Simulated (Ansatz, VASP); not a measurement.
**Two plane-wave programs on SiO2**

The input INCAR:

```
SYSTEM = SiO2
  ALGO = Normal
  EDIFF = 1E-7
  ENCUT = 520
  GGA = PE
  ISIF = 2
  ISMEAR = 0
  LASPH = .TRUE.
  LCHARG = .FALSE.
  LREAL = .FALSE.
  LWAVE = .FALSE.
  NBANDS = 25
  NELM = 80
  PREC = Accurate
  SIGMA = 0.05
```

Contents of KPOINTS:

```
k-points
0
G
  6 6 10
  0 0 0
```

The input POSCAR:

```
SiO2
1.0
    4.4958251280      0.0000000000      0.0000000000
    0.0000000000      4.4958251280      0.0000000000
    0.0000000000      0.0000000000      2.7698778614
Si O
2 4
Direct
    0.5000000000      0.5000000000      0.5000000000
    0.0000000000      0.0000000000      0.0000000000
    0.6930127928      0.6930127928      0.0000000000
    0.1930127928      0.8069872072      0.5000000000
    0.3069872072      0.3069872072      0.0000000000
    0.8069872072      0.1930127928      0.5000000000
```

Input for Ansatz:

```yaml
crystal:
  lattice:
    - [4.495825128, 0.0, 0.0]
    - [0.0, 4.495825128, 0.0]
    - [0.0, 0.0, 2.7698778614]
  atoms:
    - { symbol: Si, position: [0.5, 0.5, 0.5] }
    - { symbol: Si, position: [0.0, 0.0, 0.0] }
    - { symbol: O, position: [0.6930127928, 0.6930127928, 0.0] }
    - { symbol: O, position: [0.1930127928, 0.8069872072, 0.5] }
    - { symbol: O, position: [0.3069872072, 0.3069872072, 0.0] }
    - { symbol: O, position: [0.8069872072, 0.1930127928, 0.5] }
basis:
  ecutwfc: 520.0
kpoints:
  mp_grid: { grid: [6, 6, 10] }
hamiltonian:
  xc: pbe
  pseudopotentials: { kind: paw, azcp: { folder: soft_1 } }
scf:
  occupations: { method: gaussian, width: 0.05 }
output:
  forces: true
  stress: true
  eigenvalues: true
```

Alike in both runs: task single point; functional PBE; k mesh 6 × 6 × 10; occupations gaussian, width 0.05 eV; no spin polarisation.

|  | VASP | Ansatz |
| --- | --- | --- |
| version | VASP 6.6.1 | Ansatz 0.2.0 |
| potentials or method | VASP PAW PBE potentials, release 64 (Si, O), cutoff 520 eV | scalar-relativistic, plane waves, PAW |
| valence electrons in the cell | 32 | 32 |

Ansatz gave:

- gap on the k mesh at the Fermi level (eV): 2.81
- least direct gap on the mesh (eV): 2.81
- rms of the force components (eV/Å): 0.571

Q: Estimate VASP's values.

A: gap on the k mesh at the Fermi level (eV): 2.79; least direct gap on the mesh (eV): 2.79; rms of the force components (eV/Å): 0.559.

Atom by atom the forces differ by 0.012 eV/Å (rms over components). The functional is the same, so the differences come from potentials, cutoffs and numerics.
